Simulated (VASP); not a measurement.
Si2B3: relaxation of cell and atoms with PBE

The system is Si2B3.

```
Si B
1.0
     2.65311   -1.54581    0.00000
     2.65311    1.54581    0.00000
    -0.46471    0.00000    5.81373
Si B
2 3
Direct
  0.35323 0.35323 0.68714
  0.64677 0.64677 0.31286
  0.00000 0.00000 0.50000
  0.66756 0.66756 0.97555
  0.33244 0.33244 0.02445
```

| Property | Result |
| --- | --- |
| Program | VASP 6.6.1 |
| Task | relaxation of cell and atoms |
| Functional | PBE |
| Potentials or basis | VASP PAW PBE potentials, release 64 (Si, B) |
| Cutoff | 500 eV |
| k mesh | 12 × 12 × 6 |
| Occupations | gaussian, width 0.1 eV |
| Spin | no spin polarisation |
| Dipole correction | no |
| Further INCAR settings | ALGO = Normal; EDIFF = 1e-07; IBRION = 2; EDIFFG = -0.01; NSW = 100; ISIF = 3 |

```yaml
Relaxed_volume: 9.62 Å³/atom
Relaxed_cell: a = 3.078 Å, b = 3.078 Å, c = 5.862 Å, α = 95.39°, β = 95.39°, γ = 60.62°
Space_group_after_relaxing_to_0.1_Å: C2/m (No. 12)
Energy_gained_by_relaxing: 0.7 meV/atom
Ionic_steps: 17
Pressure_after_relaxing: -0.1 GPa
Largest_force_after_relaxing: 0.009 eV/Å
Band_gap_on_the_k_mesh: zero (an odd number of electrons rules out a gap without spin polarisation)
```

Forces on the atoms (eV/Å):
```
Si   0.001  0.000  0.009
Si  -0.001  0.000 -0.009
B    0.000  0.000  0.000
B    0.001  0.000 -0.004
B   -0.001  0.000  0.004
```

Stress tensor (GPa, compression positive):
```
-0.13  0.00 -0.10
 0.00 -0.07  0.00
-0.10  0.00 -0.12
```

The path:
| step | energy change (eV) | largest force (eV/Å) | pressure (GPa) | volume (Å³) |
| --- | --- | --- | --- | --- |
| 1 | 0.0000 | 0.0493 | -0.05 | 47.69 |
| 2 | -0.0007 | 0.0655 | 0.08 | 47.67 |
| 3 | -0.0007 | 0.0597 | 0.06 | 47.67 |
| 4 | -0.0011 | 0.0463 | -0.04 | 47.69 |
| 5 | -0.0011 | 0.0515 | -0.08 | 47.69 |
| 6 | -0.0015 | 0.0398 | 0.01 | 47.68 |
| 7 | -0.0018 | 0.0454 | 0.18 | 47.66 |
| 8 | -0.0018 | 0.0479 | 0.22 | 47.66 |
| 9 | -0.0021 | 0.0346 | 0.09 | 47.73 |
| 10 | -0.0023 | 0.0344 | -0.11 | 47.84 |
| 11 | -0.0026 | 0.0250 | 0.04 | 47.85 |
| 12 | -0.0030 | 0.0346 | 0.36 | 47.89 |
| 13 | -0.0031 | 0.0346 | 0.31 | 47.93 |
| 14 | -0.0034 | 0.0365 | 0.17 | 48.03 |
| 15 | -0.0034 | 0.0370 | 0.15 | 48.04 |
| 16 | -0.0035 | 0.0258 | 0.06 | 48.06 |
| 17 | -0.0036 | 0.0086 | -0.11 | 48.09 |

Final structure:
```
CELL_PARAMETERS angstrom
2.65657 -1.55311 -0.03940
2.65657 1.55311 -0.03940
-0.55173 0.00000 5.83590
ATOMIC_POSITIONS crystal
Si 0.36160 0.36160 0.68584
Si 0.63840 0.63840 0.31416
B 0.00000 0.00000 0.50000
B 0.66862 0.66862 0.97874
B 0.33138 0.33138 0.02126
```

Levels at points of the mesh, in eV from the Fermi level:
| k point | band 6 | band 7 | band 8 | band 9 | band 10 | band 11 | band 12 |
| --- | --- | --- | --- | --- | --- | --- | --- |
| (0.00, 0.00, 0.00) | -0.44 | -0.02 | 0.42 | 2.05 | 3.89 | 4.27 | 4.89 |
| (0.50, 0.00, 0.00) | -5.53 | -3.41 | -1.81 | 1.13 | 1.21 | 2.45 | 3.42 |
| (0.50, 0.50, 0.00) | -5.14 | -3.72 | -1.78 | 0.13 | 0.91 | 2.73 | 3.30 |
| (0.00, 0.00, 0.50) | -0.42 | 0.07 | 0.57 | 3.32 | 3.52 | 5.09 | 5.85 |
| (0.50, 0.00, 0.50) | -3.05 | -2.85 | -2.63 | -1.94 | -0.24 | 2.40 | 3.33 |
| (0.50, 0.50, 0.50) | -3.02 | -2.90 | -2.62 | -1.41 | -0.27 | 1.72 | 3.19 |

Wall time 14 min on 1 thread of Intel(R) Xeon(R) Platinum 8259CL CPU @ 2.50GHz (Skylake/Cascade Lake), with other jobs on the host, peak memory 0.26 GiB.

Caveat: an odd number of electrons without spin polarisation forces a metal; a magnetic or distorted state may lie lower.
